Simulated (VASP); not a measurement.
# Re (P6_3/mmc) in VASP: notebook

Re is run at these levels: LDA; tasks: single point.

Program: VASP 6.6.1. These are calculated values, not measurements. Logs are shortened: lines on timing, memory, paths and dates and some standing lists are left out, and cuts for length are marked.

**1. The cell of the first run**

It takes space group P6_3/mmc (No. 194, hexagonal). Conventional cell: a = 2.717 Å, b = 2.717 Å, c = 4.381 Å, α = 90.00°, β = 90.00°, γ = 120.00°. Re (site symmetry -6m2) has 12 Re at 2.69 to 2.72 Å within 3.6 Å.

**2. Single point, LDA**

Contents of INCAR:

```
PREC = Accurate ; ENCUT = 560
EDIFF = 1E-6 ; ISMEAR = -1
SIGMA = 0.08 ; LREAL = F
LASPH = T ; NELM = 120
ALGO = Normal ; ISIF = 2
LWAVE = F ; LCHARG = F
GGA = CA ; NBANDS = 22
GGA_COMPAT = F
```

Contents of KPOINTS:

```
regular mesh
0
Gamma
  20 20 12
```

Contents of POSCAR:

```
Re
1.0
    2.7166928993      0.0000000000      0.0000000000
   -1.3583464497      2.3527250651      0.0000000000
    0.0000000000      0.0000000000      4.3808395061
Re
2
Direct
    0.3333333333      0.6666666667      0.2500000000
    0.6666666667      0.3333333333      0.7500000000
```

Potentials or basis: VASP PAW LDA potentials, release 64 (Re_sv_GW).

Launch:

```
$ cat potpaw_LDA.64/Re_sv_GW/POTCAR > POTCAR
$ mpirun -np 1 vasp_std > vasp.out
```

OUTCAR:

```text
PREC = Accurate
   ENCUT = 560
   EDIFF = 1E-6
   ISMEAR = -1
   LREAL = F
   LASPH = T
   NELM = 120
   ISIF = 2
   GGA = CA

 ion  position               nearest neighbor table
   1  0.333  0.667  0.250-   2 2.69   2 2.69   2 2.69   2 2.69   2 2.69   2 2.69
   2  0.667  0.333  0.750-   1 2.69   1 2.69   1 2.69   1 2.69   1 2.69   1 2.69

  LATTYP: Found a hexagonal cell.
 ALAT       =     2.7166928993
 C/A-ratio  =     1.6125633881

  Lattice vectors:

 A1 = (   2.7166928993,   0.0000000000,   0.0000000000)
 A2 = (  -1.3583464497,   2.3527250651,   0.0000000000)
 A3 = (   0.0000000000,   0.0000000000,   4.3808395061)

Analysis of symmetry for initial positions (statically):
=====================================================================
 Subroutine PRICEL returns:
 Original cell was already a primitive cell.

 Routine SETGRP: Setting up the symmetry group for a
 hexagonal supercell.

 Subroutine GETGRP returns: Found 24 space group operations
 (whereof 12 operations were pure point group operations)
 out of a pool of 24 trial point group operations.

The static configuration has the point symmetry D_3d.
 The point group associated with its full space group is D_6h.

Analysis of symmetry for dynamics (positions and initial velocities):
=====================================================================
 Subroutine PRICEL returns:
 Original cell was already a primitive cell.

 Routine SETGRP: Setting up the symmetry group for a
 hexagonal supercell.

 Subroutine GETGRP returns: Found 24 space group operations
 (whereof 12 operations were pure point group operations)
 out of a pool of 24 trial point group operations.

The dynamic configuration has the point symmetry D_3d.
 The point group associated with its full space group is D_6h.

 Subroutine INISYM returns: Found 24 space group operations
 (whereof 12 operations are pure point group operations),
 and found     1 'primitive' translations

----------------------------------------------------------------------------------------

                                     Primitive cell

  volume of cell :      28.0007

  direct lattice vectors                    reciprocal lattice vectors
     2.716692899  0.000000000  0.000000000     0.368094605  0.212519519  0.000000000
    -1.358346450  2.352725065  0.000000000     0.000000000  0.425039039  0.000000000
     0.000000000  0.000000000  4.380839506     0.000000000  0.000000000  0.228266751

  length of vectors
     2.716692899  2.716692899  4.380839506     0.425039039  0.425039039  0.228266751

  position of ions in fractional coordinates (direct lattice)
     0.333333333  0.666666667  0.250000000
     0.666666667  0.333333333  0.750000000

  ion indices of the primitive-cell ions
   primitive index   ion index
                 1           1
                 2           2

----------------------------------------------------------------------------------------

 KPOINTS: regular mesh

Automatic generation of k-mesh.
 Grid dimensions read from file:
 generate k-points for:   20   20   12

 Generating k-lattice:

  Cartesian coordinates                     Fractional coordinates (reciprocal lattice)
     0.018404730  0.010625976  0.000000000     0.050000000  0.000000000  0.000000000
     0.000000000  0.021251952  0.000000000     0.000000000  0.050000000  0.000000000
     0.000000000  0.000000000  0.019022229     0.000000000  0.000000000  0.083333333

  Length of vectors
     0.021251952  0.021251952  0.019022229

  Shift w.r.t. Gamma in fractional coordinates (k-lattice)
     0.000000000  0.000000000  0.000000000

 Subroutine IBZKPT returns following result:
 ===========================================

 Found    308 irreducible k-points:

 Following reciprocal coordinates:
            Coordinates               Weight
  0.000000  0.000000  0.000000      1.000000
  0.050000  0.000000  0.000000      6.000000
  0.100000 -0.000000  0.000000      6.000000
  0.150000 -0.000000  0.000000      6.000000
  0.200000 -0.000000  0.000000      6.000000
  0.250000  0.000000  0.000000      6.000000
[... 16 lines left out ...]
  0.200000  0.100000  0.000000     12.000000
  0.250000  0.100000  0.000000     12.000000
 [... further k-points ...]
   k-points           NKPTS =    308   k-points in BZ     NKDIM =    308   number of bands    NBANDS=     22
   number of dos      NEDOS =    301   number of ions     NIONS =      2
   total plane-waves  NPLWV =  20736
   dimension x,y,z NGX =    24 NGY =   24 NGZ =   36
   dimension x,y,z NGXF=    48 NGYF=   48 NGZF=   72
   ions per type =               2
   NGX,Y,Z   is equivalent  to a cutoff of  14.69, 14.69, 13.66 a.u.
   NGXF,Y,Z  is equivalent  to a cutoff of  29.37, 29.37, 27.32 a.u.
 SYSTEM =  unknown system
   PREC   = accura    normal or accurate (medium, high low for compatibility)
   ISTART =      0    job   : 0-new  1-cont  2-samecut
   ICHARG =      2    charge: 1-file 2-atom 10-const
[... 63 lines left out ...]
      1     -65.7661      2.00000
      2     -65.6080      2.00000
      3     -28.6198      2.00000
      4     -27.3554      2.00000
      5     -27.3554      2.00000
      6     -27.1459      2.00000
[... 14 lines left out ...]
     21      24.2920      0.00000
     22      27.1942      0.00000

 k-point     2 :       0.0500    0.0000    0.0000
  band No.  band energies     occupation
      1     -65.7631      2.00000
      2     -65.6066      2.00000
      3     -28.6084      2.00000
      4     -27.3829      2.00000
      5     -27.3645      2.00000
      6     -27.1746      2.00000
[... 14 lines left out ...]
     21      24.3032      0.00000
     22      27.4453      0.00000

 k-point     3 :       0.1000   -0.0000    0.0000
  band No.  band energies     occupation
      1     -65.7537      2.00000
      2     -65.6024      2.00000
      3     -28.5744      2.00000
      4     -27.4619      2.00000
      5     -27.3896      2.00000
      6     -27.2560      2.00000
[... 14 lines left out ...]
     21      24.3010      0.00000
     22      28.1594      0.00000

 k-point     4 :       0.1500   -0.0000    0.0000
  band No.  band energies     occupation
      1     -65.7394      2.00000
      2     -65.5964      2.00000
      3     -28.5199      2.00000
      4     -27.5849      2.00000
      5     -27.4283      2.00000
      6     -27.3814      2.00000
[... 14 lines left out ...]
     21      24.2163      0.00000
     22      29.2012      0.00000

 k-point     5 :       0.2000   -0.0000    0.0000
  band No.  band energies     occupation
      1     -65.7205      2.00000
      2     -65.5888      2.00000
      3     -28.4472      2.00000
      4     -27.7385      2.00000
      5     -27.5343      2.00000
      6     -27.4751      2.00000
[... 14 lines left out ...]
     21      24.0177      0.00000
     22      30.0945      0.00000

 k-point     6 :       0.2500    0.0000    0.0000
  band No.  band energies     occupation
      1     -65.6990      2.00000
      2     -65.5810      2.00000
      3     -28.3600      2.00000
      4     -27.9074      2.00000
      5     -27.6990      2.00000
      6     -27.5260      2.00000
[... 14 lines left out ...]
     21      23.7382      0.00000
     22      29.3101      0.00000

 k-point     7 :       0.3000   -0.0000    0.0000
  band No.  band energies     occupation
      1     -65.6767      2.00000
      2     -65.5743      2.00000
      3     -28.2637      2.00000
      4     -28.0754      2.00000
      5     -27.8590      2.00000
      6     -27.5754      2.00000
[... 324 lines left out ...]
      6     -27.6955      2.00000
[... 14 lines left out ...]
     21      24.2833      0.00000
     22      25.8233      0.00000

 k-point    21 :       0.1000    0.1000    0.0000
  band No.  band energies     occupation
      1     -65.7309      2.00000
      2     -65.5928      2.00000
      3     -28.4880      2.00000
      4     -27.6280      2.00000
      5     -27.5295      2.00000
      6     -27.3769      2.00000
[... 14 lines left out ...]
     21      24.1451      0.00000
     22      29.7264      0.00000

 k-point    22 :       0.1500    0.1000    0.0000
  band No.  band energies     occupation
      1     -65.7130      2.00000
      2     -65.5858      2.00000
      3     -28.4169      2.00000
      4     -27.7564      2.00000
      5     -27.6565      2.00000
      6     -27.4436      2.00000
[... 14 lines left out ...]
     21      23.9452      0.00000
     22      30.2781      0.00000

 k-point    23 :       0.2000    0.1000    0.0000
  band No.  band energies     occupation
      1     -65.6923      2.00000
      2     -65.5788      2.00000
      3     -28.3317      2.00000
      4     -27.9090      2.00000
      5     -27.7852      2.00000
      6     -27.5167      2.00000
[... 14 lines left out ...]
     21      23.7020      0.00000
     22      29.3018      0.00000

 k-point    24 :       0.2500    0.1000    0.0000
  band No.  band energies     occupation
      1     -65.6707      2.00000
      2     -65.5726      2.00000
      3     -28.2370      2.00000
      4     -28.0659      2.00000
      5     -27.9072      2.00000
      6     -27.5885      2.00000
[... 14 lines left out ...]
     21      24.6197      0.00000
     22      27.6310      0.00000

 [... further k-points ...]
[... 5 lines left out ...]
  --------------------------------------------------------------------------------------
  -------------------------------------------------------------------------------------
  Total        1.7657230      1.7657230      1.7491994     -0.0000000      0.0000000      0.0000000
  in kB      101.0331977    101.0331977    100.0877296     -0.0000000      0.0000000      0.0000000
  external PRESSURE =     100.7180417 kB  Pullay stress =       0.0000000 kB

 VOLUME and BASIS-vectors are now :
 -----------------------------------------------------------------------------
  energy-cutoff  :      560.00
  volume of cell :       28.00
      direct lattice vectors                 reciprocal lattice vectors
     2.716692899  0.000000000  0.000000000     0.368094605  0.212519519  0.000000000
    -1.358346450  2.352725065  0.000000000     0.000000000  0.425039039  0.000000000
     0.000000000  0.000000000  4.380839506     0.000000000  0.000000000  0.228266751

 POSITION                                       TOTAL-FORCE (eV/Angst)
 -----------------------------------------------------------------------------------
     -0.00000      1.56848      1.09521         0.000000     -0.000000      0.000000
      1.35835      0.78424      3.28563        -0.000000      0.000000      0.000000
 -----------------------------------------------------------------------------------
    total drift:                               -0.000000      0.000000     -0.000000

  FREE ENERGIE OF THE ION-ELECTRON SYSTEM (eV)
  ---------------------------------------------------
  free  energy   TOTEN  =       -30.7484620025 eV

  energy  without entropy=      -30.7161290005  energy(sigma->0) =      -30.73229550
```

Wall time 69 s (1 thread of Intel Xeon Platinum 8488C (Sapphire Rapids), shared host); peak memory 0.28 GiB.

Results:

| Property | Result |
| --- | --- |
| Free energy | -30.7485 eV |
| Pressure | 10.1 GPa |
| Band gap on the k mesh | zero (bands 15 and 16 overlap by 3.79 eV) |

Levels at points of the mesh, in eV from the Fermi level:
```csv
k point,band 12,band 13,band 14,band 15,band 16,band 17,band 18,band 19
"(0.00, 0.00, 0.00)",-1.74,-1.71,-0.83,-0.83,0.15,0.15,0.90,3.57
"(0.50, 0.00, 0.00)",-2.13,-1.64,-1.41,-0.60,4.26,4.73,4.85,6.55
"(0.00, 0.00, 0.50)",-2.49,-1.87,-1.87,-1.87,-1.87,2.72,2.72,2.72
"(0.50, 0.00, 0.50)",-4.39,0.38,0.38,1.12,1.12,4.60,4.60,5.15
```

Caveat: the cell stands under pressure; spin-orbit coupling is left out, which moves the levels of the heavy elements.

**3. Single point, LDA**

This run uses another cell than the first one, of 14.27 Å³/atom.

Contents of INCAR:

```
SYSTEM = Re
PREC = Accurate ; ENCUT = 560
EDIFF = 1E-6 ; ISMEAR = -1
SIGMA = 0.08 ; LREAL = .FALSE.
LASPH = .TRUE. ; NELM = 120
ALGO = Normal ; ISIF = 2
LWAVE = .FALSE. ; LCHARG = .FALSE.
NBANDS = 22 ; GGA_COMPAT = .FALSE.
```

Contents of KPOINTS:

```
Automatic mesh
0
G
  20 20 12
  0 0 0
```

Contents of POSCAR:

```
Re
1.0
    2.7338061878      0.0000000000      0.0000000000
   -1.3669030939      2.3675456076      0.0000000000
    0.0000000000      0.0000000000      4.4080131281
Re
2
Direct
    0.3333333333      0.6666666667      0.2500000000
    0.6666666667      0.3333333333      0.7500000000
```

Potentials or basis: VASP PAW LDA potentials, release 64 (Re_sv_GW).

Launch:

```
$ cat potpaw_LDA.64/Re_sv_GW/POTCAR > POTCAR
$ mpirun -np 1 vasp_std > vasp.out
```

Wall time 63 s (1 thread of Intel Xeon 6975P-C (Granite Rapids), shared host); peak memory 0.29 GiB.

Results (log left out):

```yaml
Free_energy: -30.7730 eV
Pressure: 1.9 GPa
Band_gap_on_the_k_mesh: zero (bands 15 and 16 overlap by 3.66 eV)
```

Stress tensor (GPa, compression positive):
```
1.97 0.00 0.00
0.00 1.97 0.00
0.00 0.00 1.88
```

Levels at points of the mesh, in eV from the Fermi level:
| k point | band 11 | band 12 | band 13 | band 14 | band 15 | band 16 | band 17 | band 18 | band 19 | band 20 |
| --- | --- | --- | --- | --- | --- | --- | --- | --- | --- | --- |
| (0.00, 0.00, 0.00) | -1.68 | -1.68 | -1.66 | -0.80 | -0.80 | 0.15 | 0.15 | 0.85 | 3.49 | 3.49 |
| (0.50, 0.00, 0.00) | -5.45 | -2.06 | -1.65 | -1.38 | -0.59 | 4.14 | 4.60 | 4.71 | 6.38 | 7.41 |
| (0.00, 0.00, 0.50) | -2.44 | -2.44 | -1.82 | -1.82 | -1.82 | -1.82 | 2.65 | 2.65 | 2.65 | 2.65 |
| (0.50, 0.00, 0.50) | -4.27 | -4.27 | 0.37 | 0.37 | 1.08 | 1.08 | 4.47 | 4.47 | 5.02 | 5.02 |

Caveat: spin-orbit coupling is left out, which moves the levels of the heavy elements.

**4. Single point, LDA**

This run uses another cell than the first one, of 14.20 Å³/atom.

Contents of INCAR:

```
SYSTEM = Re
PREC = Accurate
ENCUT = 560
EDIFF = 1E-6
ISMEAR = -1
SIGMA = 0.08
LREAL = .FALSE.
LASPH = .TRUE.
NELM = 120
ALGO = Normal
ISIF = 2
LWAVE = .FALSE.
LCHARG = .FALSE.
NBANDS = 22
GGA_COMPAT = .FALSE.
```

KPOINTS is that of step 3.

Contents of POSCAR:

```
Re
1.0
    2.7293492353      0.0000000000      0.0000000000
   -1.3646746176      2.3636857736      0.0000000000
    0.0000000000      0.0000000000      4.4008730864
Re
2
Direct
    0.3333333333      0.6666666667      0.2500000000
    0.6666666667      0.3333333333      0.7500000000
```

Launch:

```
$ cat potpaw_LDA.64/Re_sv_GW/POTCAR > POTCAR
$ mpirun -np 1 vasp_std > vasp.out
```

Wall time 87 s (1 thread of Intel Xeon Platinum 8488C (Sapphire Rapids), shared host); peak memory 0.29 GiB.

Results (log left out):

| Item | Value |
| --- | --- |
| Free energy | -30.7691 eV |
| Pressure | 4.0 GPa |
| Band gap on the k mesh | zero (bands 15 and 16 overlap by 3.69 eV) |

Stress tensor (GPa, compression positive):
```
4.03 0.00 0.00
0.00 4.03 0.00
0.00 0.00 3.94
```

Levels at points of the mesh, in eV from the Fermi level:
| k point | band 13 | band 14 | band 15 | band 16 | band 17 | band 18 |
| --- | --- | --- | --- | --- | --- | --- |
| (0.00, 0.00, 0.00) | -1.67 | -0.81 | -0.81 | 0.15 | 0.15 | 0.86 |
| (0.50, 0.00, 0.00) | -1.65 | -1.39 | -0.60 | 4.17 | 4.63 | 4.75 |
| (0.00, 0.00, 0.50) | -1.83 | -1.83 | -1.83 | -1.83 | 2.67 | 2.67 |
| (0.50, 0.00, 0.50) | 0.37 | 0.37 | 1.09 | 1.09 | 4.51 | 4.51 |

Caveat: the cell stands under pressure; spin-orbit coupling is left out, which moves the levels of the heavy elements.

**5. Single point, LDA**

This run uses another cell than the first one, of 14.33 Å³/atom.

Contents of INCAR:

```
SYSTEM = Re
PREC     = Accurate       ! precision mode
ENCUT    = 560            ! plane-wave cutoff, eV
EDIFF    = 1E-6           ! SCF threshold, eV
ISMEAR   = -1             ! smearing method
SIGMA    = 0.08           ! smearing width, eV
LREAL    = .FALSE.        ! projectors in reciprocal space
LASPH    = .TRUE.         ! aspherical terms in the spheres
NELM     = 120            ! most SCF steps
ALGO     = Normal         ! electronic algorithm
ISIF     = 2              ! what is computed and relaxed
LWAVE    = .FALSE.        ! write WAVECAR
LCHARG   = .FALSE.        ! write CHGCAR
GGA      = CA             ! functional
NBANDS   = 22             ! bands
GGA_COMPAT= .FALSE.
```

Contents of KPOINTS:

```
regular mesh
0
G
  20 20 12
  0 0 0
```

Contents of POSCAR:

```
Re
1.0
    2.7381920783      0.0000000000      0.0000000000
   -1.3690960392      2.3713439003      0.0000000000
    0.0000000000      0.0000000000      4.4148608035
Re
2
Direct
    0.3333333333      0.6666666667      0.2500000000
    0.6666666667      0.3333333333      0.7500000000
```

Launch:

```
$ cat potpaw_LDA.64/Re_sv_GW/POTCAR > POTCAR
$ mpirun -np 1 vasp_std > vasp.out
```

Wall time 2 min (1 thread of AMD EPYC 9R45 (Zen 5), shared host); peak memory 0.26 GiB.

The run converged. Its results:

```yaml
Free_energy: -30.7750 eV
Pressure: 0.0 GPa
Band_gap_on_the_k_mesh: zero (bands 15 and 16 overlap by 3.63 eV)
```

Stress tensor (GPa, compression positive):
```
 0.01  0.00  0.00
 0.00  0.01  0.00
 0.00  0.00 -0.08
```

Levels at points of the mesh, in eV from the Fermi level:
```tsv
k point	band 13	band 14	band 15	band 16	band 17	band 18
(0.00, 0.00, 0.00)	-1.64	-0.79	-0.79	0.15	0.15	0.84
(0.50, 0.00, 0.00)	-1.65	-1.38	-0.59	4.11	4.57	4.68
(0.00, 0.00, 0.50)	-1.80	-1.80	-1.80	-1.80	2.64	2.64
(0.50, 0.00, 0.50)	0.37	0.37	1.07	1.07	4.44	4.44
```

Caveat: spin-orbit coupling is left out, which moves the levels of the heavy elements.

**6. Single point, LDA**

This run uses another cell than the first one, of 13.85 Å³/atom.

Contents of INCAR:

```
SYSTEM = Re
PREC = Accurate
ENCUT = 560
EDIFF = 1E-6
ISMEAR = -1
SIGMA = 0.08
LREAL = .False.
LASPH = .True.
NELM = 120
ALGO = Normal
ISIF = 2
LWAVE = .False.
LCHARG = .False.
GGA = CA
NBANDS = 22
GGA_COMPAT = .False.
```

Contents of KPOINTS:

```
Automatic mesh
0
Gamma
  20 20 12
  0 0 0
```

Contents of POSCAR:

```
Re
1.0
    2.7068125130      0.0000000000      0.0000000000
   -1.3534062565      2.3441683995      0.0000000000
    0.0000000000      0.0000000000      4.3651221515
Re
2
Direct
    0.3333333333      0.6666666667      0.2500000000
    0.6666666667      0.3333333333      0.7500000000
```

Potentials or basis: VASP PAW LDA potentials, release 64 (Re_sv_GW).

Launch:

```
$ cat potpaw_LDA.64/Re_sv_GW/POTCAR > POTCAR
$ mpirun -np 1 vasp_std > vasp.out
```

Wall time 2.6 min (1 thread of Intel Xeon Platinum 8375C at 2.90GHz (Ice Lake), shared host); peak memory 0.29 GiB.

The run converged. Its results:

```yaml
Free_energy: -30.7219 eV
Pressure: 15.1 GPa
Band_gap_on_the_k_mesh: zero (bands 15 and 16 overlap by 3.87 eV)
```

Stress tensor (GPa, compression positive):
```
15.14  0.00  0.00
 0.00 15.14  0.00
 0.00  0.00 15.03
```

Levels at points of the mesh, in eV from the Fermi level:
```tsv
k point	band 13	band 14	band 15	band 16	band 17	band 18
(0.00, 0.00, 0.00)	-1.74	-0.85	-0.85	0.15	0.15	0.93
(0.50, 0.00, 0.00)	-1.64	-1.43	-0.61	4.33	4.80	4.93
(0.00, 0.00, 0.50)	-1.91	-1.91	-1.91	-1.91	2.76	2.76
(0.50, 0.00, 0.50)	0.38	0.38	1.15	1.15	4.67	4.67
```

Caveat: the cell stands under pressure; spin-orbit coupling is left out, which moves the levels of the heavy elements.

**7. Overview**

```tsv
cell	gap on the mesh (eV)	pressure (GPa)
a = 2.717, b = 2.717, c = 4.381 Å, angles 90.0, 90.0, 120.0°, 2 atoms	none	10.1
a = 2.734, b = 2.734, c = 4.408 Å, angles 90.0, 90.0, 120.0°, 2 atoms	none	1.9
a = 2.729, b = 2.729, c = 4.401 Å, angles 90.0, 90.0, 120.0°, 2 atoms	none	4.0
a = 2.738, b = 2.738, c = 4.415 Å, angles 90.0, 90.0, 120.0°, 2 atoms	none	0.0
a = 2.707, b = 2.707, c = 4.365 Å, angles 90.0, 90.0, 120.0°, 2 atoms	none	15.1
```

Alike in all rows: task single point; level LDA; potentials or basis VASP PAW LDA potentials, release 64 (Re_sv_GW); no spin polarisation; k mesh 20 × 20 × 12; cutoff (eV) 560; smearing fermi-dirac 0.08 eV.

Caveats: spin-orbit coupling is left out, which moves the levels of the heavy elements; the cell stands under pressure (at least some runs).

Total energies depend on the potentials used, so only differences within one code and one set of settings carry meaning.
